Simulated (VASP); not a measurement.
# C (Im-3m) in VASP: further runs

C is run at these levels: PBE; tasks: single point.

Program: VASP 6.6.1. These are calculated values, not measurements. Logs are shortened: lines on timing, memory, paths and dates and some standing lists are left out, and cuts for length are marked.

## 1. The cell of the first run

Symmetry: Im-3m, No. 229, cubic system. The conventional cell has a = 2.309 Å, b = 2.309 Å, c = 2.309 Å, α = 90.00°, β = 90.00°, γ = 90.00°. C (site symmetry m-3m) has 14 C at 2.00 to 2.31 Å within 2.6 Å.

## 2. Single point, PBE (volume scaled by 0.92)

INCAR

```
PREC = Accurate
ENCUT = 520
EDIFF = 1E-6
ISMEAR = -1
SIGMA = 0.1
LREAL = False
LASPH = True
NELM = 100
ALGO = Normal
ISIF = 2
LWAVE = False
LCHARG = True
GGA = PE
LELF = True
LVHAR = True
NBANDS = 8
```

KPOINTS

```
Automatic mesh
0
Gamma
  21 21 21
```

POSCAR

```
C
1.0
   -1.1546361328      1.1546361328      1.1546361328
    1.1546361328     -1.1546361328      1.1546361328
    1.1546361328      1.1546361328     -1.1546361328
C
1
Direct
    0.0000000000      0.0000000000      0.0000000000
```

Potentials or basis: VASP PAW PBE potentials, release 64 (C).

The run is started by

```
> cat potpaw_PBE.64/C/POTCAR > POTCAR
> mpirun -np 1 vasp_std > vasp.out
```

OUTCAR:

```text
PREC = Accurate
   ENCUT = 520
   EDIFF = 1E-6
   ISMEAR = -1
   LREAL = False
   LASPH = True
   NELM = 100
   ISIF = 2
   GGA = PE

 ion  position               nearest neighbor table
   1  0.000  0.000  0.000-

  LATTYP: Found a body centered cubic cell.
 ALAT       =     2.3092722656

  Lattice vectors:

 A1 = (  -1.1546361328,   1.1546361328,   1.1546361328)
 A2 = (   1.1546361328,  -1.1546361328,   1.1546361328)
 A3 = (   1.1546361328,   1.1546361328,  -1.1546361328)

Analysis of symmetry for initial positions (statically):
=====================================================================
 Subroutine PRICEL returns:
 Original cell was already a primitive cell.

 Routine SETGRP: Setting up the symmetry group for a
 body centered cubic supercell.

 Subroutine GETGRP returns: Found 48 space group operations
 (whereof 48 operations were pure point group operations)
 out of a pool of 48 trial point group operations.

The static configuration has the point symmetry O_h .

Analysis of symmetry for dynamics (positions and initial velocities):
=====================================================================
 Subroutine PRICEL returns:
 Original cell was already a primitive cell.

 Routine SETGRP: Setting up the symmetry group for a
 body centered cubic supercell.

 Subroutine GETGRP returns: Found 48 space group operations
 (whereof 48 operations were pure point group operations)
 out of a pool of 48 trial point group operations.

The dynamic configuration has the point symmetry O_h .

 Subroutine INISYM returns: Found 48 space group operations
 (whereof 48 operations are pure point group operations),
 and found     1 'primitive' translations

----------------------------------------------------------------------------------------

                                     Primitive cell

  volume of cell :       6.1574

  direct lattice vectors                    reciprocal lattice vectors
    -1.154636133  1.154636133  1.154636133     0.000000000  0.433036855  0.433036855
     1.154636133 -1.154636133  1.154636133     0.433036855  0.000000000  0.433036855
     1.154636133  1.154636133 -1.154636133     0.433036855  0.433036855  0.000000000

  length of vectors
     1.999888446  1.999888446  1.999888446     0.612406594  0.612406594  0.612406594

  position of ions in fractional coordinates (direct lattice)
     0.000000000  0.000000000  0.000000000

  ion indices of the primitive-cell ions
   primitive index   ion index
                 1           1

----------------------------------------------------------------------------------------

 KPOINTS: Automatic mesh

Automatic generation of k-mesh.
 Grid dimensions read from file:
 generate k-points for:   21   21   21

 Generating k-lattice:

  Cartesian coordinates                     Fractional coordinates (reciprocal lattice)
     0.000000000  0.020620803  0.020620803     0.047619048  0.000000000  0.000000000
     0.020620803  0.000000000  0.020620803     0.000000000  0.047619048  0.000000000
     0.020620803  0.020620803  0.000000000     0.000000000  0.000000000  0.047619048

  Length of vectors
     0.029162219  0.029162219  0.029162219

  Shift w.r.t. Gamma in fractional coordinates (k-lattice)
     0.000000000  0.000000000  0.000000000

 Subroutine IBZKPT returns following result:
 ===========================================

 Found    286 irreducible k-points:

 Following reciprocal coordinates:
            Coordinates               Weight
  0.000000  0.000000  0.000000      1.000000
  0.047619  0.000000  0.000000     12.000000
  0.095238  0.000000  0.000000     12.000000
  0.142857  0.000000  0.000000     12.000000
  0.190476  0.000000  0.000000     12.000000
  0.238095  0.000000  0.000000     12.000000
[... 16 lines left out ...]
  0.142857  0.095238  0.000000     48.000000
  0.190476  0.095238  0.000000     48.000000
 [... further k-points ...]
   k-points           NKPTS =    286   k-points in BZ     NKDIM =    286   number of bands    NBANDS=      8
   number of dos      NEDOS =    301   number of ions     NIONS =      1
   total plane-waves  NPLWV =   4096
   dimension x,y,z NGX =    16 NGY =   16 NGZ =   16
   dimension x,y,z NGXF=    32 NGYF=   32 NGZF=   32
   ions per type =               1
   NGX,Y,Z   is equivalent  to a cutoff of  13.30, 13.30, 13.30 a.u.
   NGXF,Y,Z  is equivalent  to a cutoff of  26.60, 26.60, 26.60 a.u.
 SYSTEM =  unknown system
   PREC   = accura    normal or accurate (medium, high low for compatibility)
   ISTART =      0    job   : 0-new  1-cont  2-samecut
   ICHARG =      2    charge: 1-file 2-atom 10-const
   ISPIN  =      1    spin polarized calculation?
   LNONCOLLINEAR =      F non collinear calculations
   LSORBIT =      F    spin-orbit coupling
   LASPH  =      T    aspherical Exc in radial PAW
   ENCUT  =  520.0 eV  38.22 Ry    6.18 a.u.   3.72  3.72  3.72*2*pi/ulx,y,z
   NELM   =    100;   NELMIN=  2; NELMDL= -5     # of ELM steps
   EDIFF  = 0.1E-05   stopping-criterion for ELM
   LREAL  =      F    real-space projection
   EDIFFG = 0.1E-04   stopping-criterion for IOM
   NSW    =      0    number of steps for IOM
   IBRION =     -1    ionic relax: 0-MD 1-quasi-New 2-CG
   NFREE  =      0    steps in history (QN), initial steepest desc. (CG)
   ISIF   =      2    stress and relaxation
   ISYM   =      2    0-nonsym 1-usesym 2-fastsym
   POTIM  = 0.5000    time-step for ionic-motion
   TEBEG  =    0.0;   TEEND  =   0.0 temperature during run
   PSTRESS=    0.0 pullay stress
   NELECT =       4.0000    total number of electrons
   NUPDOWN=      -1.0000    fix difference up-down
   EMIN   =  10.00;   EMAX   =-10.00  energy-range for DOS
   EFERMI =   0.00;   METHOD = LEGACY
   ISMEAR =    -1;   SIGMA  =   0.10  broadening in eV -4-tet -1-fermi 0-gaus
   EFERMI_NEDOS =   21; number of points for ismear=-14 and -15
   IALGO  =     38    algorithm
   IMIX   =      4    mixing-type and parameters
     AMIX     =   0.40;   BMIX     =  1.00
     AMIX_MAG =   1.60;   BMIX_MAG =  1.00
  volume/ion in A,a.u.               =       6.16        41.55
  Fermi-wavevector in a.u.,A,eV,Ry     =   1.417848  2.679344 27.351698  2.010293
  Thomas-Fermi vector in A             =   2.539035
   LORBIT       =      0    0 simple, 1 ext, 2 COOP (PROOUT), +10 PAW based schemes
   GGA     = PE    functional components
   LHFCALC =     F    Hartree Fock is set to
   AEXX    =    0.0000 exact exchange contribution
   IVDW    =     0    specifies the selected vdW correction
   LEPSILON=     F    determine dielectric tensor
   LRPA    =     F    only Hartree local field effects (RPA)
 non-spin polarized calculation
  energy-cutoff  :      520.00
  volume of cell :        6.16
 maximum number of plane-waves:       177
   NGX =  7   NGY =  7   NGZ =  7

 number of electron       4.0000000 magnetization

 Free energy of the ion-electron system (eV)
  ---------------------------------------------------
  ext. energy  EPLUGINS =         0.00000000
  ---------------------------------------------------
  free energy    TOTEN  =        -4.85228614 eV

  energy without entropy =       -4.84169950  energy(sigma->0) =       -4.84699282

 E-fermi :   9.6489     XC(G=0): -13.5278

 val. band max:        9.6050947881   @ k =   0.3810   0.1905   0.0476
 cond. band min:       9.6639585628   @ k =  -0.2857   0.4286   0.1429
 fundamental gap:      0.0588637747
 Fermi energy:         9.6489291756

 k-point     1 :       0.0000    0.0000    0.0000
  band No.  band energies     occupation
      1     -11.0810      2.00000
      2      19.5222      0.00000
      3      19.5222      0.00000
      4      19.5222      0.00000
      5      44.2241      0.00000
      6      44.2241      0.00000
      7      44.2241      0.00000
      8      48.1639      0.00000

 k-point     2 :       0.0476    0.0000    0.0000
  band No.  band energies     occupation
      1     -10.9739      2.00000
      2      19.2581      0.00000
      3      19.3628      0.00000
      4      19.4899      0.00000
      5      43.4008      0.00000
      6      43.4072      0.00000
      7      44.6136      0.00000
      8      47.1269      0.00000

 k-point     3 :       0.0952    0.0000    0.0000
  band No.  band energies     occupation
      1     -10.6526      2.00000
      2      18.4645      0.00000
      3      18.9193      0.00000
      4      19.3951      0.00000
      5      41.1035      0.00000
      6      41.7381      0.00000
      7      45.7474      0.00000
      8      46.6957      0.00000

 k-point     4 :       0.1429    0.0000    0.0000
  band No.  band energies     occupation
      1     -10.1181      2.00000
      2      17.1637      0.00000
      3      18.2744      0.00000
      4      19.2409      0.00000
      5      38.7027      0.00000
      6      39.9748      0.00000
      7      45.9036      0.00000
      8      47.4749      0.00000

 k-point     5 :       0.1905    0.0000    0.0000
  band No.  band energies     occupation
      1      -9.3711      2.00000
      2      15.4167      0.00000
      3      17.5267      0.00000
      4      19.0406      0.00000
      5      36.7324      0.00000
      6      38.3361      0.00000
      7      45.4880      0.00000
      8      47.6908      0.00000

 k-point     6 :       0.2381    0.0000    0.0000
  band No.  band energies     occupation
      1      -8.4137      2.00000
      2      13.3242      0.00000
      3      16.7632      0.00000
      4      18.8097      0.00000
      5      35.2422      0.00000
      6      36.8929      0.00000
      7      45.4469      0.00000
      8      47.6128      0.00000

 k-point     7 :       0.2857    0.0000    0.0000
  band No.  band energies     occupation
      1      -7.2482      2.00000
      2      11.0106      0.00000
      3      16.0511      0.00000
      4      18.5708      0.00000
      5      34.1710      0.00000
      6      35.6731      0.00000
      7      45.7531      0.00000
      8      47.4813      0.00000

 k-point     8 :       0.3333    0.0000    0.0000
  band No.  band energies     occupation
      1      -5.8789      2.00000
      2       8.5941      1.99995
      3      15.4371      0.00000
      4      18.3447      0.00000
      5      33.4312      0.00000
      6      34.6892      0.00000
      7      46.3516      0.00000
      8      47.3320      0.00000

 k-point     9 :       0.3810    0.0000    0.0000
  band No.  band energies     occupation
      1      -4.3120      2.00000
      2       6.1716      2.00000
      3      14.9534      0.00000
      4      18.1535      0.00000
      5      32.9450      0.00000
      6      33.9476      0.00000
      7      47.1491      0.00000
      8      47.1983      0.00000

 k-point    10 :       0.4286    0.0000    0.0000
  band No.  band energies     occupation
      1      -2.5599      2.00000
      2       3.8176      2.00000
      3      14.6204      0.00000
      4      18.0153      0.00000
      5      32.6530      0.00000
      6      33.4517      0.00000
      7      47.1005      0.00000
      8      47.9763      0.00000
[... 78 lines left out ...]
 k-point    18 :       0.3333    0.0476   -0.0000
  band No.  band energies     occupation
      1      -5.0408      2.00000
      2       7.4404      2.00000
      3      14.9480      0.00000
      4      18.0070      0.00000
      5      33.3259      0.00000
      6      34.5173      0.00000
      7      46.1697      0.00000
      8      47.6728      0.00000

 k-point    19 :       0.3810    0.0476    0.0000
  band No.  band energies     occupation
      1      -3.3795      2.00000
      2       5.0497      2.00000
      3      14.5299      0.00000
      4      17.8265      0.00000
      5      32.9644      0.00000
      6      33.9532      0.00000
      7      46.5548      0.00000
      8      47.9342      0.00000

 k-point    20 :       0.4286    0.0476   -0.0000
  band No.  band energies     occupation
      1      -1.5456      2.00000
      2       2.7592      2.00000
      3      14.2738      0.00000
      4      17.7114      0.00000
      5      32.7639      0.00000
      6      33.6157      0.00000
      7      46.7041      0.00000
      8      48.3801      0.00000

 k-point    21 :       0.4762    0.0476    0.0000
  band No.  band energies     occupation
      1       0.0936      2.00000
      2       0.9648      2.00000
      3      14.1876      0.00000
      4      17.6719      0.00000
      5      32.6995      0.00000
      6      33.5037      0.00000
      7      46.7307      0.00000
      8      48.6041      0.00000

 k-point    22 :       0.0952    0.0952    0.0000
  band No.  band energies     occupation
      1      -9.7977      2.00000
      2      16.6412      0.00000
      3      17.9207      0.00000
      4      18.8521      0.00000
      5      38.0636      0.00000
      6      39.0276      0.00000
      7      45.2589      0.00000
      8      47.1102      0.00000

 k-point    23 :       0.1429    0.0952    0.0000
  band No.  band energies     occupation
      1      -9.0515      2.00000
      2      15.2070      0.00000
      3      16.9565      0.00000
      4      18.5406      0.00000
      5      36.5773      0.00000
      6      37.7967      0.00000
      7      45.2128      0.00000
      8      47.2779      0.00000

 k-point    24 :       0.1905    0.0952    0.0000
  band No.  band energies     occupation
      1      -8.0950      2.00000
      2      13.3509      0.00000
      3      15.9894      0.00000
      4      18.2286      0.00000
      5      35.4076      0.00000
      6      36.7845      0.00000
      7      45.1989      0.00000
      8      47.4561      0.00000

 [... further k-points ...]

------------------------ aborting loop because EDIFF is reached ----------------------------------------

  FORCE on cell =-STRESS in cart. coord.  units (eV):
  Direction    XX          YY          ZZ          XY          YZ          ZX
  --------------------------------------------------------------------------------------
  -------------------------------------------------------------------------------------
  Total        0.6959694      0.6959694      0.6959694      0.0000000      0.0000000     -0.0000000
  in kB      181.0945289    181.0945289    181.0945289      0.0000000      0.0000000     -0.0000000
  external PRESSURE =     181.0945289 kB  Pullay stress =       0.0000000 kB

 VOLUME and BASIS-vectors are now :
 -----------------------------------------------------------------------------
  energy-cutoff  :      520.00
  volume of cell :        6.16
      direct lattice vectors                 reciprocal lattice vectors
    -1.154636133  1.154636133  1.154636133     0.000000000  0.433036855  0.433036855
     1.154636133 -1.154636133  1.154636133     0.433036855  0.000000000  0.433036855
     1.154636133  1.154636133 -1.154636133     0.433036855  0.433036855  0.000000000

 POSITION                                       TOTAL-FORCE (eV/Angst)
 -----------------------------------------------------------------------------------
      0.00000      0.00000      0.00000        -0.000000     -0.000000     -0.000000
 -----------------------------------------------------------------------------------
    total drift:                                0.000000     -0.000000     -0.000000

  FREE ENERGIE OF THE ION-ELECTRON SYSTEM (eV)
  ---------------------------------------------------
  free  energy   TOTEN  =        -4.8522861392 eV

  energy  without entropy=       -4.8416995043  energy(sigma->0) =       -4.84699282
```

Wall time 4.1 s (1 thread of Intel Xeon Platinum 8488C (Sapphire Rapids), shared host); peak memory 0.12 GiB.

Results:

```yaml
Free_energy: -4.8523 eV
Pressure: 18.1 GPa
Band_gap_on_the_k_mesh: zero (band 2 reaches 19.52 eV, above the bottom of band 3 at 4.07 eV)
```

## 3. Single point, PBE (volume scaled by 0.96)

INCAR

```
PREC = Accurate
ENCUT = 520
EDIFF = 1E-6
ISMEAR = -1
SIGMA = 0.1
LREAL = False
LASPH = True
NELM = 60
ALGO = Normal
ISIF = 2
LWAVE = False
LCHARG = False
GGA = PE
NBANDS = 8
```

KPOINTS is that of step 2.

POSCAR

```
C
1.0
   -1.1711331635      1.1711331635      1.1711331635
    1.1711331635     -1.1711331635      1.1711331635
    1.1711331635      1.1711331635     -1.1711331635
C
1
Direct
    0.0000000000      0.0000000000      0.0000000000
```

Potentials or basis: VASP PAW PBE potentials, release 64 (C).

The run is started by

```
> cat potpaw_PBE.64/C/POTCAR > POTCAR
> mpirun -np 1 vasp_std > vasp.out
```

OUTCAR:

```text
PREC = Accurate
   ENCUT = 520
   EDIFF = 1E-6
   ISMEAR = -1
   LREAL = False
   LASPH = True
   NELM = 60
   ISIF = 2
   GGA = PE

 ion  position               nearest neighbor table
   1  0.000  0.000  0.000-

  LATTYP: Found a body centered cubic cell.
 ALAT       =     2.3422663270

  Lattice vectors:

 A1 = (  -1.1711331635,   1.1711331635,   1.1711331635)
 A2 = (   1.1711331635,  -1.1711331635,   1.1711331635)
[... 440 lines left out ...]
      6      35.6581      0.00000
      7      43.7717      0.00000
      8      45.5645      0.00000

 [... further k-points ...]

------------------------ aborting loop because EDIFF is reached ----------------------------------------

  FORCE on cell =-STRESS in cart. coord.  units (eV):
  Direction    XX          YY          ZZ          XY          YZ          ZX
  --------------------------------------------------------------------------------------
  -------------------------------------------------------------------------------------
  Total        0.3177095      0.3177095      0.3177095     -0.0000000     -0.0000000     -0.0000000
  in kB       79.2249395     79.2249395     79.2249395     -0.0000000     -0.0000000     -0.0000000
  external PRESSURE =      79.2249395 kB  Pullay stress =       0.0000000 kB

 VOLUME and BASIS-vectors are now :
 -----------------------------------------------------------------------------
  energy-cutoff  :      520.00
  volume of cell :        6.43
      direct lattice vectors                 reciprocal lattice vectors
    -1.171133163  1.171133163  1.171133163     0.000000000  0.426936932  0.426936932
     1.171133163 -1.171133163  1.171133163     0.426936932  0.000000000  0.426936932
     1.171133163  1.171133163 -1.171133163     0.426936932  0.426936932  0.000000000

 POSITION                                       TOTAL-FORCE (eV/Angst)
 -----------------------------------------------------------------------------------
      0.00000      0.00000      0.00000         0.000000     -0.000000     -0.000000
 -----------------------------------------------------------------------------------
    total drift:                                0.000000     -0.000000     -0.000000

  FREE ENERGIE OF THE ION-ELECTRON SYSTEM (eV)
  ---------------------------------------------------
  free  energy   TOTEN  =        -4.8739848630 eV

  energy  without entropy=       -4.8630296784  energy(sigma->0) =       -4.86850727
```

OSZICAR:

```text
N       E                     dE             d eps       ncg     rms          rms(c)
DAV:   1    -0.342058204997E+01   -0.34206E+01   -0.25047E+03  5136   0.491E+02
DAV:   2    -0.486555464373E+01   -0.14450E+01   -0.13391E+01  6024   0.273E+01
DAV:   3    -0.486944081667E+01   -0.38862E-02   -0.38844E-02  5136   0.153E+00
DAV:   4    -0.486944171562E+01   -0.89895E-06   -0.89794E-06  6488   0.208E-02
DAV:   5    -0.486944171565E+01   -0.29274E-10   -0.10221E-09  5152   0.116E-04    0.102E+00
DAV:   6    -0.487214706333E+01   -0.27053E-02   -0.44360E-04  5432   0.156E-01    0.610E-01
DAV:   7    -0.487398200063E+01   -0.18349E-02   -0.11435E-03  5344   0.253E-01    0.365E-02
DAV:   8    -0.487398496476E+01   -0.29641E-05   -0.13870E-05  5584   0.271E-02    0.171E-03
DAV:   9    -0.487398486296E+01    0.10180E-06   -0.12257E-07  3272   0.290E-03
   1 F= -.48739849E+01 E0= -.48685073E+01  d E =-.109552E-01
```

Wall time 5.3 s (1 thread of Intel Xeon Platinum 8488C (Sapphire Rapids), shared host); peak memory 0.11 GiB.

What came out:

| Quantity | Value |
| --- | --- |
| Free energy | -4.8740 eV |
| Pressure | 7.9 GPa |
| Band gap on the k mesh | zero (band 2 reaches 18.49 eV, above the bottom of band 3 at 3.75 eV) |

Levels at points of the mesh, in eV from the Fermi level:
| k point | band 1 | band 2 | band 3 | band 4 | band 5 | band 6 | band 7 |
| --- | --- | --- | --- | --- | --- | --- | --- |
| (0.00, 0.00, 0.00) | -20.13 | 9.45 | 9.45 | 9.45 | 33.87 | 33.87 | 33.87 |

(Continued in part 2 of 2.)
